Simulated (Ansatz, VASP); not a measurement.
One calculation of Hf3Be, two programs

File INCAR:

```
PREC = Accurate
ENCUT = 600
EDIFF = 1E-7
ISMEAR = 0
SIGMA = 0.1
LREAL = F
LASPH = T
NELM = 60
ALGO = Fast
ISIF = 3
LWAVE = F
LCHARG = F
GGA = PE
IBRION = 2
NSW = 100
EDIFFG = -0.01
```

The input KPOINTS:

```
Automatic mesh
0
Gamma
  6 6 8
```

The input POSCAR:

```
Hf3Be
1.0
    6.0221231761      0.0000000000      0.0000000000
   -3.0110615881      5.2153116552      0.0000000000
    0.0000000000      0.0000000000      4.8357996767
Hf Be
6 2
Direct
    0.8269451785      0.6538903571      0.2500000000
    0.1730548215      0.8269451785      0.7500000000
    0.3461096429      0.1730548215      0.2500000000
    0.1730548215      0.3461096429      0.7500000000
    0.8269451785      0.1730548215      0.2500000000
    0.6538903571      0.8269451785      0.7500000000
    0.3333333333      0.6666666667      0.2500000000
    0.6666666667      0.3333333333      0.7500000000
```

Input for Ansatz:

```yaml
crystal:
  lattice:
    - [6.0221231761, 0.0, 0.0]
    - [-3.0110615881, 5.2153116552, 0.0]
    - [0.0, 0.0, 4.8357996767]
  atoms:
    - { symbol: Hf, position: [0.8269451785, 0.6538903571, 0.25] }
    - { symbol: Hf, position: [0.1730548215, 0.8269451785, 0.75] }
    - { symbol: Hf, position: [0.3461096429, 0.1730548215, 0.25] }
    - { symbol: Hf, position: [0.1730548215, 0.3461096429, 0.75] }
    - { symbol: Hf, position: [0.8269451785, 0.1730548215, 0.25] }
    - { symbol: Hf, position: [0.6538903571, 0.8269451785, 0.75] }
    - { symbol: Be, position: [0.3333333333, 0.6666666667, 0.25] }
    - { symbol: Be, position: [0.6666666667, 0.3333333333, 0.75] }
basis:
  ecutwfc: 420
kpoints:
  mp_grid: { grid: [6, 6, 8] }
hamiltonian:
  xc: pbe
scf:
  occupations: { method: gaussian, width: 0.1 }
output:
  forces: true
  stress: true
  eigenvalues: true
relax:
  adjacent_minimum: "off"
  f_tol: 0.01
  max_steps: 80
  cell: { stress_tol: 0.05 }
```

Alike in both runs: task relaxation of cell and atoms; functional PBE; k mesh 6 × 6 × 8; occupations gaussian, width 0.1 eV; no spin polarisation.

```csv
,VASP,Ansatz
version,VASP 6.6.1,Ansatz 0.2.0
potentials or method,"VASP PAW PBE potentials, release 64 (Hf_pv, Be), cutoff 600 eV","scalar-relativistic, plane waves, PAW"
valence electrons in the cell,64,160
```

```csv
,VASP,Ansatz,Ansatz less VASP
"gap on the k mesh at the Fermi level, each at its own relaxed structure (eV)",none,none,-
relaxed volume (Å³/atom),18.95,19.01,+0.065
relaxed cell length with the largest relative difference (Å),4.869,4.874,+0.0058
```

A gap of «none» marks a metal or a gap that the smearing closes. VASP's potentials hold 64 valence electrons a cell and Ansatz's 160, so a difference there can come from the potentials and not from the codes.

Neither program's run includes spin-orbit coupling.
